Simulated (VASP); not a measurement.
# Li3Ta2O (P4/mmm) in VASP: further runs, part 2 of 2

VASP 6.6.1. Earlier steps stand in the parts before.

## Step 3: Single point, PBE

This run uses another cell than the first one, of 17.43 Å³/atom, 1.158 times its volume.

INCAR reads:

```
ALGO = Normal
EDIFF = 1E-6
ENCUT = 520
GGA = PE
ISIF = 2
ISMEAR = 0
LASPH = T
LCHARG = T
LELF = T
LREAL = F
LVHAR = T
LWAVE = F
NBANDS = 28
NELM = 60
PREC = Accurate
SIGMA = 0.1
```

KPOINTS reads:

```
k-points
0
Gamma
  4 4 4
```

POSCAR reads:

```
Li3Ta2O
1.0
    4.1252668943      0.0000000000      0.0000000000
    0.0000000000      4.1252668943      0.0000000000
    0.0000000000      0.0000000000      6.1470169305
Li Ta O
3 2 1
Direct
    0.0000000000      0.0000000000      0.3128846537
    0.0000000000      0.0000000000      0.6871153463
    0.5000000000      0.5000000000      0.5000000000
    0.5000000000      0.0000000000      0.0000000000
    0.0000000000      0.5000000000      0.0000000000
    0.5000000000      0.5000000000      0.0000000000
```

Potentials or basis: VASP PAW PBE potentials, release 64 (Li_sv, Ta_pv, O).

The run is started by

```sh
> cat potpaw_PBE.64/Li_sv/POTCAR potpaw_PBE.64/Ta_pv/POTCAR potpaw_PBE.64/O/POTCAR > POTCAR
> mpirun -np 1 vasp_std > vasp.out
```

OUTCAR:

```text
EDIFF = 1E-6
   ENCUT = 520
   GGA = PE
   ISIF = 2
   ISMEAR = 0
   LASPH = T
   LREAL = F
   NELM = 60
   PREC = Accurate

 ion  position               nearest neighbor table
   1  0.000  0.000  0.313-   2 2.30   4 2.82   5 2.82   5 2.82   4 2.82
   2  0.000  0.000  0.687-   1 2.30   4 2.82   5 2.82   5 2.82   4 2.82
   3  0.500  0.500  0.500-
   4  0.500  0.000  0.000-   6 2.06   6 2.06   1 2.82   2 2.82   1 2.82   2 2.82   5 2.92   5 2.92
                             5 2.92   5 2.92
   5  0.000  0.500  0.000-   6 2.06   6 2.06   1 2.82   1 2.82   2 2.82   2 2.82   4 2.92   4 2.92
                             4 2.92   4 2.92
   6  0.500  0.500  0.000-   4 2.06   5 2.06   4 2.06   5 2.06

  LATTYP: Found a simple tetragonal cell.
 ALAT       =     4.1252668943
 C/A-ratio  =     1.4900895113

  Lattice vectors:

 A1 = (   4.1252668943,   0.0000000000,   0.0000000000)
 A2 = (   0.0000000000,   4.1252668943,   0.0000000000)
 A3 = (   0.0000000000,   0.0000000000,   6.1470169305)

Analysis of symmetry for initial positions (statically):
=====================================================================
 Subroutine PRICEL returns:
 Original cell was already a primitive cell.

 Routine SETGRP: Setting up the symmetry group for a
 simple tetragonal supercell.

 Subroutine GETGRP returns: Found 16 space group operations
 (whereof 16 operations were pure point group operations)
 out of a pool of 16 trial point group operations.

The static configuration has the point symmetry D_4h.

Analysis of symmetry for dynamics (positions and initial velocities):
=====================================================================
 Subroutine PRICEL returns:
 Original cell was already a primitive cell.

 Routine SETGRP: Setting up the symmetry group for a
 simple tetragonal supercell.

 Subroutine GETGRP returns: Found 16 space group operations
 (whereof 16 operations were pure point group operations)
 out of a pool of 16 trial point group operations.

The dynamic configuration has the point symmetry D_4h.

 Subroutine INISYM returns: Found 16 space group operations
 (whereof 16 operations are pure point group operations),
 and found     1 'primitive' translations

----------------------------------------------------------------------------------------

                                     Primitive cell

  volume of cell :     104.6089

  direct lattice vectors                    reciprocal lattice vectors
     4.125266894  0.000000000  0.000000000     0.242408558  0.000000000  0.000000000
     0.000000000  4.125266894  0.000000000     0.000000000  0.242408558  0.000000000
     0.000000000  0.000000000  6.147016931     0.000000000  0.000000000  0.162680535

  length of vectors
     4.125266894  4.125266894  6.147016931     0.242408558  0.242408558  0.162680535

  position of ions in fractional coordinates (direct lattice)
     0.000000000  0.000000000  0.312884654
     0.000000000  0.000000000  0.687115346
     0.500000000  0.500000000  0.500000000
     0.500000000  0.000000000  0.000000000
     0.000000000  0.500000000  0.000000000
     0.500000000  0.500000000  0.000000000

  ion indices of the primitive-cell ions
   primitive index   ion index
                 1           1
                 2           2
                 3           3
[... 33 lines left out ...]
  0.250000  0.000000  0.000000      4.000000
  0.500000  0.000000  0.000000      2.000000
  0.250000  0.250000  0.000000      4.000000
  0.500000  0.250000  0.000000      4.000000
  0.500000  0.500000  0.000000      1.000000
[... 10 lines left out ...]
  0.500000  0.250000  0.500000      4.000000
  0.500000  0.500000  0.500000      1.000000
   k-points           NKPTS =     18   k-points in BZ     NKDIM =     18   number of bands    NBANDS=     28
   number of dos      NEDOS =    301   number of ions     NIONS =      6
   total plane-waves  NPLWV =  49152
   dimension x,y,z NGX =    32 NGY =   32 NGZ =   48
   dimension x,y,z NGXF=    64 NGYF=   64 NGZF=   96
   ions per type =               3   2   1
   NGX,Y,Z   is equivalent  to a cutoff of  12.90, 12.90, 12.98 a.u.
   NGXF,Y,Z  is equivalent  to a cutoff of  25.79, 25.79, 25.96 a.u.
 SYSTEM =  unknown system
   PREC   = accura    normal or accurate (medium, high low for compatibility)
   ISTART =      0    job   : 0-new  1-cont  2-samecut
   ICHARG =      2    charge: 1-file 2-atom 10-const
   ISPIN  =      1    spin polarized calculation?
   LNONCOLLINEAR =      F non collinear calculations
   LSORBIT =      F    spin-orbit coupling
   LASPH  =      T    aspherical Exc in radial PAW
   ENCUT  =  520.0 eV  38.22 Ry    6.18 a.u.   7.67  7.67 11.43*2*pi/ulx,y,z
   NELM   =     60;   NELMIN=  2; NELMDL= -5     # of ELM steps
   EDIFF  = 0.1E-05   stopping-criterion for ELM
   LREAL  =      F    real-space projection
   EDIFFG = 0.1E-04   stopping-criterion for IOM
   NSW    =      0    number of steps for IOM
   IBRION =     -1    ionic relax: 0-MD 1-quasi-New 2-CG
   NFREE  =      0    steps in history (QN), initial steepest desc. (CG)
   ISIF   =      2    stress and relaxation
   ISYM   =      2    0-nonsym 1-usesym 2-fastsym
   POTIM  = 0.5000    time-step for ionic-motion
   TEBEG  =    0.0;   TEEND  =   0.0 temperature during run
   PSTRESS=    0.0 pullay stress
   NELECT =      37.0000    total number of electrons
   NUPDOWN=      -1.0000    fix difference up-down
   EMIN   =  10.00;   EMAX   =-10.00  energy-range for DOS
   EFERMI =   0.00;   METHOD = LEGACY
   ISMEAR =     0;   SIGMA  =   0.10  broadening in eV -4-tet -1-fermi 0-gaus
   EFERMI_NEDOS =   21; number of points for ismear=-14 and -15
   IALGO  =     38    algorithm
   IMIX   =      4    mixing-type and parameters
     AMIX     =   0.40;   BMIX     =  1.00
     AMIX_MAG =   1.60;   BMIX_MAG =  1.00
  volume/ion in A,a.u.               =      17.43       117.66
  Fermi-wavevector in a.u.,A,eV,Ry     =   1.157762  2.187853 18.237419  1.340413
  Thomas-Fermi vector in A             =   2.294370
   LORBIT       =      0    0 simple, 1 ext, 2 COOP (PROOUT), +10 PAW based schemes
   GGA     = PE    functional components
   LHFCALC =     F    Hartree Fock is set to
   AEXX    =    0.0000 exact exchange contribution
   IVDW    =     0    specifies the selected vdW correction
   LEPSILON=     F    determine dielectric tensor
   LRPA    =     F    only Hartree local field effects (RPA)
 non-spin polarized calculation
 Gauss-broadening in eV      SIGMA  =   0.10
  energy-cutoff  :      520.00
  volume of cell :      104.61
 maximum number of plane-waves:      2844
 NGX is ok and might be reduce to    32
   NGX = 15   NGY = 15   NGZ = 23

 number of electron      37.0000006 magnetization

 Free energy of the ion-electron system (eV)
  ---------------------------------------------------
  ext. energy  EPLUGINS =         0.00000000
  ---------------------------------------------------
  free energy    TOTEN  =       -35.06598906 eV

  energy without entropy =      -35.01816601  energy(sigma->0) =      -35.04207754

 E-fermi :   2.7463     XC(G=0):  -9.3328

 val. band max:        2.7365026130   @ k =   0.5000   0.2500   0.0000
 cond. band min:       2.7487935204   @ k =   0.5000   0.5000   0.0000
 fundamental gap:      0.0122909074
 Fermi energy:         2.7462514649

 k-point     1 :       0.0000    0.0000    0.0000
  band No.  band energies     occupation
      1     -43.8078      2.00000
      2     -43.0355      2.00000
      3     -42.9822      2.00000
      4     -32.4943      2.00000
      5     -32.4943      2.00000
      6     -32.1728      2.00000
[... 547 lines left out ...]
     27       7.4939      0.00000
     28       8.3811      0.00000

------------------------ aborting loop because EDIFF is reached ----------------------------------------

  FORCE on cell =-STRESS in cart. coord.  units (eV):
  Direction    XX          YY          ZZ          XY          YZ          ZX
  --------------------------------------------------------------------------------------
  -------------------------------------------------------------------------------------
  Total        0.1544425      0.1544425      0.1027189      0.0000000      0.0000000      0.0000000
  in kB        2.3654233      2.3654233      1.5732313      0.0000000      0.0000000      0.0000000
  external PRESSURE =       2.1013593 kB  Pullay stress =       0.0000000 kB

 VOLUME and BASIS-vectors are now :
 -----------------------------------------------------------------------------
  energy-cutoff  :      520.00
  volume of cell :      104.61
      direct lattice vectors                 reciprocal lattice vectors
     4.125266894  0.000000000  0.000000000     0.242408558  0.000000000  0.000000000
     0.000000000  4.125266894  0.000000000     0.000000000  0.242408558  0.000000000
     0.000000000  0.000000000  6.147016931     0.000000000  0.000000000  0.162680535

 POSITION                                       TOTAL-FORCE (eV/Angst)
 -----------------------------------------------------------------------------------
      0.00000      0.00000      1.92331         0.000000      0.000000      0.018144
      0.00000      0.00000      4.22371         0.000000     -0.000000     -0.018144
      2.06263      2.06263      3.07351         0.000000      0.000000      0.000000
      2.06263      0.00000      0.00000         0.000000      0.000000      0.000000
      0.00000      2.06263      0.00000         0.000000      0.000000      0.000000
      2.06263      2.06263      0.00000         0.000000      0.000000      0.000000
 -----------------------------------------------------------------------------------
    total drift:                                0.000000      0.000000     -0.000000

  FREE ENERGIE OF THE ION-ELECTRON SYSTEM (eV)
  ---------------------------------------------------
  free  energy   TOTEN  =       -35.0659890635 eV

  energy  without entropy=      -35.0181660086  energy(sigma->0) =      -35.04207754
```

OSZICAR:

```text
N       E                     dE             d eps       ncg     rms          rms(c)
DAV:   1     0.315109785682E+03    0.31511E+03   -0.18747E+04  1008   0.135E+03
DAV:   2    -0.894100985007E+01   -0.32405E+03   -0.31419E+03  1156   0.382E+02
DAV:   3    -0.350345336118E+02   -0.26094E+02   -0.25644E+02  1612   0.843E+01
DAV:   4    -0.379377792720E+02   -0.29032E+01   -0.28671E+01  1568   0.241E+01
DAV:   5    -0.381386329080E+02   -0.20085E+00   -0.20080E+00  1480   0.492E+00    0.224E+01
DAV:   6    -0.354652769385E+02    0.26734E+01   -0.12788E+01  1148   0.182E+01    0.102E+01
DAV:   7    -0.351243987574E+02    0.34088E+00   -0.16352E+00  1184   0.612E+00    0.574E+00
DAV:   8    -0.350773093924E+02    0.47089E-01   -0.36180E-01  1320   0.312E+00    0.891E-01
DAV:   9    -0.350658815630E+02    0.11428E-01   -0.55713E-02  1244   0.106E+00    0.545E-01
DAV:  10    -0.350660842290E+02   -0.20267E-03   -0.31849E-03  1648   0.265E-01    0.137E-01
DAV:  11    -0.350659772258E+02    0.10700E-03   -0.56664E-04  1276   0.107E-01    0.654E-02
DAV:  12    -0.350659894456E+02   -0.12220E-04   -0.95178E-05  1400   0.515E-02    0.103E-02
DAV:  13    -0.350659890635E+02    0.38211E-06   -0.77492E-06  1432   0.137E-02
   1 F= -.35065989E+02 E0= -.35042078E+02  d E =-.478231E-01
```

stdout:

```text
POSCAR found type information on POSCAR LiTaO
 POSCAR found :  3 types and       6 ions
 scaLAPACK will be used
 LDA part: xc-table for (Slater+PW92), standard interpolation
 POSCAR, INCAR and KPOINTS ok, starting setup
 FFT: planning ... GRIDC
 FFT: planning ... GRID_SOFT
 FFT: planning ... GRID
 WAVECAR not read
 entering main loop
```

It took 20 s on 1 thread of Intel Xeon 6975P-C (Granite Rapids), shared host; peak memory 0.23 GiB.

What came out:

- Free energy: -35.0660 eV
- Largest force: 0.018 eV/Å

Forces on the atoms (eV/Å):
```
Li   0.000  0.000  0.018
Li   0.000  0.000 -0.018
Li   0.000  0.000  0.000
Ta   0.000  0.000  0.000
Ta   0.000  0.000  0.000
O    0.000  0.000  0.000
```

Caveat: the k points lie up to 0.38 Å⁻¹ apart; the cutoff is under 1.25 times the usual one of these potentials, so pressure, stress and relaxed cells hold a basis-set (Pulay) error; spin-orbit coupling is left out, which moves the levels of the heavy elements; an odd number of electrons without spin polarisation forces a metal; a magnetic or distorted state may lie lower.

## Step 4: Relaxation of cell and atoms, PBE

INCAR reads:

```
SYSTEM = Li3Ta2O
ALGO     = Normal         ! electronic algorithm
EDIFF    = 1E-7           ! SCF threshold, eV
EDIFFG   = -0.04          ! ionic threshold
ENCUT    = 600            ! plane-wave cutoff, eV
GGA      = PE             ! functional
IBRION   = 2              ! ionic algorithm
ISIF     = 3              ! what is computed and relaxed
ISMEAR   = 0              ! smearing method
LASPH    = .TRUE.         ! aspherical terms in the spheres
LCHARG   = .FALSE.        ! write CHGCAR
LREAL    = .FALSE.        ! projectors in reciprocal space
LWAVE    = .FALSE.        ! write WAVECAR
NELM     = 80             ! most SCF steps
NSW      = 90             ! ionic steps
PREC     = Accurate       ! precision mode
SIGMA    = 0.1            ! smearing width, eV
```

KPOINTS reads:

```
k-points
0
G
  4 4 4
  0 0 0
```

POSCAR reads:

```
Li3Ta2O
1.0
    4.3933902700      0.0000000000      0.0000000000
    0.0000000000      4.3933902700      0.0000000000
    0.0000000000      0.0000000000      4.6786110900
Li Ta O
3 2 1
Direct
    0.0000000000      0.0000000000      0.2619861700
    0.0000000000      0.0000000000      0.7380138300
    0.5000000000      0.5000000000      0.5000000000
    0.5000000000      0.0000000000      0.0000000000
    0.0000000000      0.5000000000      0.0000000000
    0.5000000000      0.5000000000      0.0000000000
```

The run is started by

```sh
> cat potpaw_PBE.64/Li_sv/POTCAR potpaw_PBE.64/Ta_pv/POTCAR potpaw_PBE.64/O/POTCAR > POTCAR
> mpirun -np 1 vasp_std > vasp.out
```

Wall time 3.2 min (1 thread of Intel Xeon 6975P-C (Granite Rapids), shared host); peak memory 0.25 GiB.

The run converged. Its results:

```yaml
Free_energy: -35.0050 eV
Relaxed_volume: 16.62 Å³/atom
Relaxed_cell: a = 4.151 Å, b = 4.151 Å, c = 5.789 Å, α = 90.00°, β = 90.00°, γ = 90.00°
Space_group_after_relaxing_to_0.05_Å: P4/mmm (No. 123)
Energy_gained_by_relaxing: 178.6 meV/atom
Ionic_steps: 13
Pressure_after_relaxing: 0.1 GPa
Largest_force_after_relaxing: 0.017 eV/Å
```

Forces on the atoms (eV/Å):
```
Li   0.000  0.000  0.017
Li   0.000  0.000 -0.017
Li   0.000  0.000  0.000
Ta   0.000  0.000  0.000
Ta   0.000  0.000  0.000
O    0.000  0.000  0.000
```

Stress tensor (GPa, compression positive):
```
0.05 0.00 0.00
0.00 0.05 0.00
0.00 0.00 0.30
```

Step by step:
```tsv
step	energy change (eV)	largest force (eV/Å)	pressure (GPa)	volume (Å³)
1	0.0000	1.7674	-1.37	90.31
2	-0.3425	1.2622	0.48	88.61
3	-0.6488	0.1709	5.32	85.34
4	-0.8140	0.7333	-0.87	92.36
5	-0.8138	0.7661	-1.08	92.63
6	-0.9717	0.7116	-0.11	96.01
7	-0.9177	0.7673	1.55	101.30
8	-1.0066	0.7103	0.51	98.03
9	-1.0563	0.3446	0.05	99.08
10	-1.0708	0.0273	-0.32	100.02
11	-1.0708	0.0142	-0.34	100.06
12	-1.0701	0.0563	0.76	99.34
13	-1.0717	0.0165	0.13	99.74
```

Final structure:
```yaml
crystal:
  lattice:
    - [4.15083, 0.00000, 0.00000]
    - [0.00000, 4.15083, 0.00000]
    - [0.00000, 0.00000, 5.78922]
  atoms:
    - { symbol: Li, position: [0.00000, 0.00000, 0.31483] }
    - { symbol: Li, position: [0.00000, 0.00000, 0.68517] }
    - { symbol: Li, position: [0.50000, 0.50000, 0.50000] }
    - { symbol: Ta, position: [0.50000, 0.00000, 0.00000] }
    - { symbol: Ta, position: [0.00000, 0.50000, 0.00000] }
    - { symbol: O, position: [0.50000, 0.50000, 0.00000] }
```

Levels at points of the mesh, in eV from the Fermi level:
| k point | band 14 | band 15 | band 16 | band 17 | band 18 | band 19 | band 20 | band 21 | band 22 |
| --- | --- | --- | --- | --- | --- | --- | --- | --- | --- |
| (0.00, 0.00, 0.00) | -5.16 | -2.69 | -2.64 | -1.15 | -1.15 | 0.86 | 0.96 | 2.37 | 2.37 |
| (0.50, 0.00, 0.00) | -3.13 | -2.51 | -1.08 | -0.92 | -0.48 | 0.30 | 0.31 | 1.22 | 1.38 |
| (0.50, 0.50, 0.00) | -2.26 | -2.26 | -1.95 | -0.28 | -0.28 | -0.01 | 1.73 | 2.28 | 2.73 |
| (0.00, 0.00, 0.50) | -4.96 | -2.64 | -1.87 | -1.38 | -1.38 | -1.36 | 1.26 | 2.32 | 2.32 |
| (0.50, 0.00, 0.50) | -2.87 | -1.72 | -1.47 | -0.44 | -0.43 | 0.11 | 0.17 | 0.20 | 1.29 |
| (0.50, 0.50, 0.50) | -2.05 | -1.59 | -1.59 | -0.23 | -0.23 | 0.11 | 0.29 | 0.29 | 1.49 |

Caveat: the cutoff is under 1.25 times the usual one of these potentials, so pressure, stress and relaxed cells hold a basis-set (Pulay) error; spin-orbit coupling is left out, which moves the levels of the heavy elements; an odd number of electrons without spin polarisation forces a metal; a magnetic or distorted state may lie lower.

## Step 5: Single point, PBE

This run uses another cell than the first one, of 17.62 Å³/atom, 1.171 times its volume.

INCAR reads:

```
SYSTEM = Li3Ta2O
PREC = Accurate
ENCUT = 520
EDIFF = 1E-6
ISMEAR = 0
SIGMA = 0.1
LREAL = .FALSE.
LASPH = .TRUE.
NELM = 80
ALGO = Normal
ISIF = 2
LWAVE = .FALSE.
LCHARG = .FALSE.
GGA = PE
NBANDS = 28
```

KPOINTS reads:

```
regular mesh
0
G
  10 10 6
  0 0 0
```

POSCAR reads:

```
Li3Ta2O
1.0
    4.1152744005      0.0000000000      0.0000000000
    0.0000000000      4.1152744005      0.0000000000
    0.0000000000      0.0000000000      6.2417788839
Li Ta O
3 2 1
Direct
    0.0000000000      0.0000000000      0.3113933350
    0.0000000000      0.0000000000      0.6886066650
    0.5000000000      0.5000000000      0.5000000000
    0.5000000000      0.0000000000      0.0000000000
    0.0000000000      0.5000000000      0.0000000000
    0.5000000000      0.5000000000      0.0000000000
```

The run is started by

```sh
> cat potpaw_PBE.64/Li_sv/POTCAR potpaw_PBE.64/Ta_pv/POTCAR potpaw_PBE.64/O/POTCAR > POTCAR
> mpirun -np 1 vasp_std > vasp.out
```

Wall time 81 s (1 thread of Intel Xeon 6975P-C (Granite Rapids), shared host); peak memory 0.35 GiB.

Results (log left out):

| Property | Result |
| --- | --- |
| Free energy | -35.1574 eV |

Levels at points of the mesh, in eV from the Fermi level:
```tsv
k point	band 14	band 15	band 16	band 17	band 18	band 19	band 20	band 21	band 22	band 23
(0.00, 0.00, 0.00)	-5.13	-2.66	-2.66	-1.08	-1.08	0.45	1.06	1.58	2.53	2.53
(0.50, 0.00, 0.00)	-3.06	-2.32	-1.03	-0.98	-0.37	0.39	0.44	1.26	1.36	1.97
(0.50, 0.50, 0.00)	-2.03	-2.02	-2.02	-0.21	-0.21	0.06	1.86	2.31	2.53	2.53
(0.00, 0.00, 0.50)	-4.99	-2.66	-2.01	-1.51	-1.21	-1.21	1.31	2.50	2.50	3.37
(0.50, 0.00, 0.50)	-2.88	-1.66	-1.51	-0.44	-0.34	0.16	0.32	0.33	0.65	1.41
(0.50, 0.50, 0.50)	-2.08	-1.52	-1.52	-0.07	-0.07	0.13	0.25	0.25	1.66	2.63
```

Caveat: the cutoff is under 1.25 times the usual one of these potentials, so pressure, stress and relaxed cells hold a basis-set (Pulay) error; spin-orbit coupling is left out, which moves the levels of the heavy elements; an odd number of electrons without spin polarisation forces a metal; a magnetic or distorted state may lie lower.

## Step 6: Overview

```tsv
task	cell	k mesh	cutoff (eV)	gap on the mesh (eV)	largest force (eV/Å)
single point	a = 4.393, b = 4.393, c = 4.679 Å, 6 atoms	4 × 4 × 4	520	none	1.77
single point	a = 4.125, b = 4.125, c = 6.147 Å, 6 atoms	4 × 4 × 4	520	none	0.02
relaxation of cell and atoms	relaxed from a = 4.393, b = 4.393, c = 4.679 Å, 6 atoms	4 × 4 × 4	600	none	0.02
single point	a = 4.115, b = 4.115, c = 6.242 Å, 6 atoms	10 × 10 × 6	520	none	-
```

Alike in all rows: level PBE; potentials or basis VASP PAW PBE potentials, release 64 (Li_sv, Ta_pv, O); no spin polarisation; smearing gaussian 0.1 eV.

Caveats: some runs use coarse meshes; the cutoff is under 1.25 times the usual one of these potentials, so pressure, stress and relaxed cells hold a basis-set (Pulay) error; spin-orbit coupling is left out, which moves the levels of the heavy elements; an odd number of electrons without spin polarisation forces a metal; a magnetic or distorted state may lie lower.

Total energies depend on the potentials used, so only differences within one code and one set of settings carry meaning.
